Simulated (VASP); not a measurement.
# Te (Fd-3m) in VASP: notebook

Runs on Te. Level: RPBE. Tasks: relaxation of cell and atoms, single point.

Everything below comes from runs of VASP 6.6.1. Logs are shortened: lines on timing, memory, paths and dates and some standing lists are left out, and cuts for length are marked.

### 1 The cell of the first run

The structure is cubic, space group Fd-3m (No. 227). Conventional cell: a = 6.778 Å, b = 6.778 Å, c = 6.778 Å, α = 90.00°, β = 90.00°, γ = 90.00°. Te (site symmetry -43m) has 4 Te at 2.94 Å within 3.9 Å.

This isn't the form of Te at room conditions, which is trigonal, of chains.

### 2 Relaxation of cell and atoms, RPBE

File INCAR:

```
SYSTEM = Te
  PREC = Accurate
  ENCUT = 600
  EDIFF = 1E-7
  ISMEAR = -1
  SIGMA = 0.1
  LREAL = .False.
  LASPH = .True.
  NELM = 100
  ALGO = Normal
  ISIF = 3
  LWAVE = .False.
  LCHARG = .False.
  GGA = RP
  IBRION = 2
  NSW = 80
  EDIFFG = -0.01
```

File KPOINTS:

```
regular mesh
0
Gamma
  8 8 8
  0 0 0
```

File POSCAR:

```
Te
1.0
    0.0000000000      3.3891640866      3.3891640866
    3.3891640866      0.0000000000      3.3891640866
    3.3891640866      3.3891640866      0.0000000000
Te
2
Direct
    0.1250000000      0.1250000000      0.1250000000
    0.8750000000      0.8750000000      0.8750000000
```

Potentials or basis: VASP PAW PBE potentials, release 64 (Te).

On the command line:

```console
> cat potpaw_PBE.64/Te/POTCAR > POTCAR
> mpirun -np 1 vasp_std > vasp.out
```

OUTCAR:

```text
SYSTEM = Te
   PREC = Accurate
   ENCUT = 600
   EDIFF = 1E-7
   ISMEAR = -1
   LREAL = .False.
   LASPH = .True.
   NELM = 100
   ISIF = 3
   GGA = RP
   IBRION = 2
   NSW = 80
   EDIFFG = -0.01

 ion  position               nearest neighbor table
   1  0.125  0.125  0.125-   2 2.94   2 2.94   2 2.94   2 2.94
   2  0.875  0.875  0.875-   1 2.94   1 2.94   1 2.94   1 2.94

  LATTYP: Found a face centered cubic cell.
 ALAT       =     6.7783281732

  Lattice vectors:

 A1 = (   0.0000000000,   3.3891640866,   3.3891640866)
 A2 = (   3.3891640866,   0.0000000000,   3.3891640866)
 A3 = (   3.3891640866,   3.3891640866,   0.0000000000)

Analysis of symmetry for initial positions (statically):
=====================================================================
 Subroutine PRICEL returns:
 Original cell was already a primitive cell.

 Routine SETGRP: Setting up the symmetry group for a
 face centered cubic supercell.

 Subroutine GETGRP returns: Found 48 space group operations
 (whereof 12 operations were pure point group operations)
 out of a pool of 48 trial point group operations.

The static configuration has the point symmetry D_3d.
 The point group associated with its full space group is O_h .

Analysis of symmetry for dynamics (positions and initial velocities):
=====================================================================
 Subroutine PRICEL returns:
 Original cell was already a primitive cell.

 Routine SETGRP: Setting up the symmetry group for a
 face centered cubic supercell.

 Subroutine GETGRP returns: Found 48 space group operations
 (whereof 12 operations were pure point group operations)
 out of a pool of 48 trial point group operations.

The dynamic configuration has the point symmetry D_3d.
 The point group associated with its full space group is O_h .

 Subroutine INISYM returns: Found 48 space group operations
 (whereof 12 operations are pure point group operations),
 and found     1 'primitive' translations

----------------------------------------------------------------------------------------

                                     Primitive cell

  volume of cell :      77.8588

  direct lattice vectors                    reciprocal lattice vectors
     0.000000000  3.389164087  3.389164087    -0.147529003  0.147529003  0.147529003
     3.389164087  0.000000000  3.389164087     0.147529003 -0.147529003  0.147529003
     3.389164087  3.389164087  0.000000000     0.147529003  0.147529003 -0.147529003

  length of vectors
     4.793001816  4.793001816  4.793001816     0.255527729  0.255527729  0.255527729

  position of ions in fractional coordinates (direct lattice)
     0.125000000  0.125000000  0.125000000
     0.875000000  0.875000000  0.875000000

  ion indices of the primitive-cell ions
   primitive index   ion index
                 1           1
                 2           2

----------------------------------------------------------------------------------------

 KPOINTS: regular mesh

Automatic generation of k-mesh.
 Grid dimensions read from file:
 generate k-points for:    8    8    8

 Generating k-lattice:

  Cartesian coordinates                     Fractional coordinates (reciprocal lattice)
    -0.018441125  0.018441125  0.018441125     0.125000000  0.000000000  0.000000000
     0.018441125 -0.018441125  0.018441125     0.000000000  0.125000000  0.000000000
     0.018441125  0.018441125 -0.018441125     0.000000000  0.000000000  0.125000000

  Length of vectors
     0.031940966  0.031940966  0.031940966

  Shift w.r.t. Gamma in fractional coordinates (k-lattice)
     0.000000000  0.000000000  0.000000000

 Subroutine IBZKPT returns following result:
 ===========================================

 Found     29 irreducible k-points:

 Following reciprocal coordinates:
            Coordinates               Weight
  0.000000  0.000000  0.000000      1.000000
  0.125000  0.000000  0.000000      8.000000
  0.250000  0.000000  0.000000      8.000000
  0.375000  0.000000  0.000000      8.000000
  0.500000  0.000000  0.000000      4.000000
  0.125000  0.125000  0.000000      6.000000
[... 16 lines left out ...]
  0.500000  0.250000  0.125000     48.000000
 -0.375000  0.250000  0.125000     24.000000
 [... further k-points ...]
   k-points           NKPTS =     29   k-points in BZ     NKDIM =     29   number of bands    NBANDS=     10
   number of dos      NEDOS =    301   number of ions     NIONS =      2
   total plane-waves  NPLWV =  64000
   dimension x,y,z NGX =    40 NGY =   40 NGZ =   40
   dimension x,y,z NGXF=    80 NGYF=   80 NGZF=   80
   ions per type =               2
   NGX,Y,Z   is equivalent  to a cutoff of  13.87, 13.87, 13.87 a.u.
   NGXF,Y,Z  is equivalent  to a cutoff of  27.75, 27.75, 27.75 a.u.
 SYSTEM =  Te
   PREC   = accura    normal or accurate (medium, high low for compatibility)
   ISTART =      0    job   : 0-new  1-cont  2-samecut
   ICHARG =      2    charge: 1-file 2-atom 10-const
   ISPIN  =      1    spin polarized calculation?
   LNONCOLLINEAR =      F non collinear calculations
   LSORBIT =      F    spin-orbit coupling
   LASPH  =      T    aspherical Exc in radial PAW
   ENCUT  =  600.0 eV  44.10 Ry    6.64 a.u.   9.57  9.57  9.57*2*pi/ulx,y,z
   NELM   =    100;   NELMIN=  2; NELMDL= -5     # of ELM steps
   EDIFF  = 0.1E-06   stopping-criterion for ELM
   LREAL  =      F    real-space projection
   EDIFFG = -.1E-01   stopping-criterion for IOM
   NSW    =     80    number of steps for IOM
   IBRION =      2    ionic relax: 0-MD 1-quasi-New 2-CG
   NFREE  =      1    steps in history (QN), initial steepest desc. (CG)
   ISIF   =      3    stress and relaxation
   ISYM   =      2    0-nonsym 1-usesym 2-fastsym
   POTIM  = 0.5000    time-step for ionic-motion
   TEBEG  =    0.0;   TEEND  =   0.0 temperature during run
   PSTRESS=    0.0 pullay stress
   NELECT =      12.0000    total number of electrons
   NUPDOWN=      -1.0000    fix difference up-down
   EMIN   =  10.00;   EMAX   =-10.00  energy-range for DOS
   EFERMI =   0.00;   METHOD = LEGACY
   ISMEAR =    -1;   SIGMA  =   0.10  broadening in eV -4-tet -1-fermi 0-gaus
   EFERMI_NEDOS =   21; number of points for ismear=-14 and -15
   IALGO  =     38    algorithm
   IMIX   =      4    mixing-type and parameters
     AMIX     =   0.40;   BMIX     =  1.00
     AMIX_MAG =   1.60;   BMIX_MAG =  1.00
  volume/ion in A,a.u.               =      38.93       262.71
  Fermi-wavevector in a.u.,A,eV,Ry     =   0.877740  1.658688 10.482307  0.770428
  Thomas-Fermi vector in A             =   1.997730
   LORBIT       =      0    0 simple, 1 ext, 2 COOP (PROOUT), +10 PAW based schemes
   GGA     = RP    functional components
   LHFCALC =     F    Hartree Fock is set to
   AEXX    =    0.0000 exact exchange contribution
   IVDW    =     0    specifies the selected vdW correction
   LEPSILON=     F    determine dielectric tensor
   LRPA    =     F    only Hartree local field effects (RPA)
 conjugate gradient relaxation of ions
 non-spin polarized calculation
  energy-cutoff  :      600.00
  volume of cell :       77.86
 maximum number of plane-waves:      2637
 NGX is ok and might be reduce to    40
   NGX = 19   NGY = 19   NGZ = 19

--------------------------------------- Ionic step        1  -------------------------------------------

 number of electron      11.9999999 magnetization

 Free energy of the ion-electron system (eV)
  ---------------------------------------------------
  ext. energy  EPLUGINS =         0.00000000
  ---------------------------------------------------
  free energy    TOTEN  =        -4.52575250 eV

  energy without entropy =       -4.46379992  energy(sigma->0) =       -4.49477621

------------------------ aborting loop because EDIFF is reached ----------------------------------------

  FORCE on cell =-STRESS in cart. coord.  units (eV):
  Direction    XX          YY          ZZ          XY          YZ          ZX
  --------------------------------------------------------------------------------------
  -------------------------------------------------------------------------------------
  Total        3.8543288      3.8543288      3.8543288      0.0000000      0.0000000      0.0000000
  in kB       79.3143125     79.3143125     79.3143125      0.0000000      0.0000000      0.0000000
  external PRESSURE =      79.3143125 kB  Pullay stress =       0.0000000 kB

 VOLUME and BASIS-vectors are now :
 -----------------------------------------------------------------------------
  energy-cutoff  :      600.00
  volume of cell :       77.86
      direct lattice vectors                 reciprocal lattice vectors
     0.000000000  3.389164087  3.389164087    -0.147529003  0.147529003  0.147529003
     3.389164087  0.000000000  3.389164087     0.147529003 -0.147529003  0.147529003
     3.389164087  3.389164087  0.000000000     0.147529003  0.147529003 -0.147529003
[... 73 lines left out ...]
 POSITION                                       TOTAL-FORCE (eV/Angst)
 -----------------------------------------------------------------------------------
      0.90847      0.90847      0.90847         0.000000      0.000000      0.000000
      6.35932      6.35932      6.35932        -0.000000     -0.000000     -0.000000
 -----------------------------------------------------------------------------------
    total drift:                                0.000000      0.000000     -0.000000

  FREE ENERGIE OF THE ION-ELECTRON SYSTEM (eV)
  ---------------------------------------------------
  free  energy   TOTEN  =        -4.9026128949 eV

  energy  without entropy=       -4.8341061693  energy(sigma->0) =       -4.86835953

--------------------------------------- Ionic step        4  -------------------------------------------

 number of electron      12.0000000 magnetization

 Free energy of the ion-electron system (eV)
  ---------------------------------------------------
  ext. energy  EPLUGINS =         0.00000000
  ---------------------------------------------------
  free energy    TOTEN  =        -4.90266186 eV

  energy without entropy =       -4.83406125  energy(sigma->0) =       -4.86836155

 E-fermi :   3.0189     XC(G=0):  -7.1516

 val. band max:        2.9920855596   @ k =  -0.2500   0.1250   0.0000
 cond. band min:       3.0220343916   @ k =  -0.2500   0.2500   0.0000
 fundamental gap:      0.0299488320
 Fermi energy:         3.0189005728

 k-point     1 :       0.0000    0.0000    0.0000
  band No.  band energies     occupation
      1      -9.6593      2.00000
      2      -5.7512      2.00000
      3       0.1571      2.00000
      4       0.1571      2.00000
      5       0.1571      2.00000
      6       2.3955      1.99608
      7       2.3955      1.99608
      8       2.3955      1.99608
      9       7.0651      0.00000
     10       9.0360      0.00000

 k-point     2 :       0.1250    0.0000    0.0000
  band No.  band energies     occupation
      1      -9.5815      2.00000
      2      -5.9398      2.00000
      3       0.0520      2.00000
      4       0.0520      2.00000
      5       0.1165      2.00000
      6       2.5572      1.98042
      7       2.5572      1.98042
      8       2.5780      1.97595
      9       7.4260      0.00000
     10       8.7955      0.00000
[... 274 lines left out ...]
 k-point    24 :      -0.3750    0.2500    0.1250
  band No.  band energies     occupation
      1      -8.6940      2.00000
      2      -7.4497      2.00000
      3      -1.1348      2.00000
      4      -0.6482      2.00000
      5       0.9181      2.00000
      6       2.8819      1.59485
      7       3.7885      0.00091
      8       4.2839      0.00001
      9       7.9663      0.00000
     10       8.6764      0.00000

 [... further k-points ...]
[... 5 lines left out ...]
  --------------------------------------------------------------------------------------
  -------------------------------------------------------------------------------------
  Total       -0.0158111     -0.0158111     -0.0158111      0.0000000      0.0000000     -0.0000000
  in kB       -0.2628892     -0.2628892     -0.2628892      0.0000000      0.0000000     -0.0000000
  external PRESSURE =      -0.2628892 kB  Pullay stress =       0.0000000 kB

 VOLUME and BASIS-vectors are now :
 -----------------------------------------------------------------------------
  energy-cutoff  :      600.00
  volume of cell :       96.36
      direct lattice vectors                 reciprocal lattice vectors
     0.000000000  3.638789834  3.638789834    -0.137408321  0.137408321  0.137408321
     3.638789834  0.000000000  3.638789834     0.137408321 -0.137408321  0.137408321
     3.638789834  3.638789834  0.000000000     0.137408321  0.137408321 -0.137408321

 POSITION                                       TOTAL-FORCE (eV/Angst)
 -----------------------------------------------------------------------------------
      0.90970      0.90970      0.90970         0.000000      0.000000      0.000000
      6.36788      6.36788      6.36788        -0.000000     -0.000000     -0.000000
 -----------------------------------------------------------------------------------
    total drift:                                0.000000      0.000000     -0.000000

  FREE ENERGIE OF THE ION-ELECTRON SYSTEM (eV)
  ---------------------------------------------------
  free  energy   TOTEN  =        -4.9026618578 eV

  energy  without entropy=       -4.8340612508  energy(sigma->0) =       -4.86836155

 reached required accuracy - stopping structural energy minimisation
```

It took 3.2 min on 1 thread of Intel Xeon 8259CL, shared host; peak memory 0.25 GiB.

What came out:

```yaml
Free_energy: -4.9027 eV
Relaxed_volume: 48.18 Å³/atom
Relaxed_cell: a = 5.146 Å, b = 5.146 Å, c = 5.146 Å, α = 60.00°, β = 60.00°, γ = 60.00°
Space_group_after_relaxing_to_0.1_Å: Fd-3m (No. 227)
Energy_gained_by_relaxing: 188.5 meV/atom
Ionic_steps: 4
Pressure_after_relaxing: 0.0 GPa
Band_gap_on_the_k_mesh: zero (bands 6 and 7 overlap by 0.88 eV)
```

The path:
```
step  energy change (eV)  largest force (eV/Å)  pressure (GPa)  volume (Å³)
   1              0.0000                0.0000            7.93        77.86
   2             -0.3566                0.0000           -1.14       101.66
   3             -0.3769                0.0000            0.07        95.97
   4             -0.3769                0.0000           -0.03        96.36
```

Final structure:
```yaml
crystal:
  lattice:
    - [0.00000, 3.63879, 3.63879]
    - [3.63879, 0.00000, 3.63879]
    - [3.63879, 3.63879, 0.00000]
  atoms:
    - { symbol: Te, position: [0.12500, 0.12500, 0.12500] }
    - { symbol: Te, position: [0.87500, 0.87500, 0.87500] }
```

Levels at points of the mesh, in eV from the Fermi level:
| k point | band 3 | band 4 | band 5 | band 6 | band 7 | band 8 | band 9 | band 10 |
| --- | --- | --- | --- | --- | --- | --- | --- | --- |
| (0.00, 0.00, 0.00) | -2.86 | -2.86 | -2.86 | -0.62 | -0.62 | -0.62 | 4.05 | 6.02 |
| (0.50, 0.00, 0.00) | -3.41 | -3.41 | -3.28 | 0.26 | 0.26 | 1.35 | 5.83 | 5.85 |
| (0.50, 0.50, 0.00) | -3.99 | -3.99 | -1.51 | -1.51 | 1.76 | 1.76 | 5.27 | 5.27 |

Caveat: the volume moved by over 15 % at a fixed basis, so the end points are rough; the PAW data sets were made with another functional, which shifts forces and pressure a little; spin-orbit coupling is left out, which moves the levels of the heavy elements.

### 3 Single point, RPBE

This run uses another cell than the first one, of 48.15 Å³/atom.

File INCAR:

```
SYSTEM = Te
PREC = Accurate
ENCUT = 520
EDIFF = 1E-7
ISMEAR = -1
SIGMA = 0.1
LREAL = .FALSE.
LASPH = .TRUE.
NELM = 80
ALGO = Normal
ISIF = 2
LWAVE = .FALSE.
LCHARG = .FALSE.
GGA = RP
NBANDS = 13
```

File KPOINTS:

```
Automatic mesh
0
G
  12 12 12
  0 0 0
```

File POSCAR:

```
Te
1.0
    0.0000000000      3.6381339345      3.6381339345
    3.6381339345      0.0000000000      3.6381339345
    3.6381339345      3.6381339345      0.0000000000
Te
2
Direct
    0.1250000000      0.1250000000      0.1250000000
    0.8750000000      0.8750000000      0.8750000000
```

Potentials or basis: VASP PAW PBE potentials, release 64 (Te).

On the command line:

```console
> cat potpaw_PBE.64/Te/POTCAR > POTCAR
> mpirun -np 1 vasp_std > vasp.out
```

Wall time 2.3 min (1 thread of Intel Xeon 8259CL, shared host); peak memory 0.27 GiB.

The run converged. Its results:

| Property | Result |
| --- | --- |
| Free energy | -4.9035 eV |
| Pressure | 0.0 GPa |
| Band gap on the k mesh | zero (bands 6 and 7 overlap by 0.88 eV) |

Levels at points of the mesh, in eV from the Fermi level:
| k point | band 2 | band 3 | band 4 | band 5 | band 6 | band 7 | band 8 | band 9 | band 10 | band 11 |
| --- | --- | --- | --- | --- | --- | --- | --- | --- | --- | --- |
| (0.00, 0.00, 0.00) | -8.76 | -2.86 | -2.86 | -2.86 | -0.62 | -0.62 | -0.62 | 4.05 | 6.02 | 6.02 |
| (0.50, 0.00, 0.00) | -10.17 | -3.41 | -3.41 | -3.27 | 0.26 | 0.26 | 1.36 | 5.84 | 5.86 | 6.41 |
| (0.50, 0.50, 0.00) | -11.13 | -3.99 | -3.99 | -1.50 | -1.50 | 1.76 | 1.76 | 5.28 | 5.28 | 7.66 |

Caveat: the PAW data sets were made with another functional, which shifts forces and pressure a little; spin-orbit coupling is left out, which moves the levels of the heavy elements.

The gap in the log of VASP goes by the Fermi energy; the results here count the filled bands.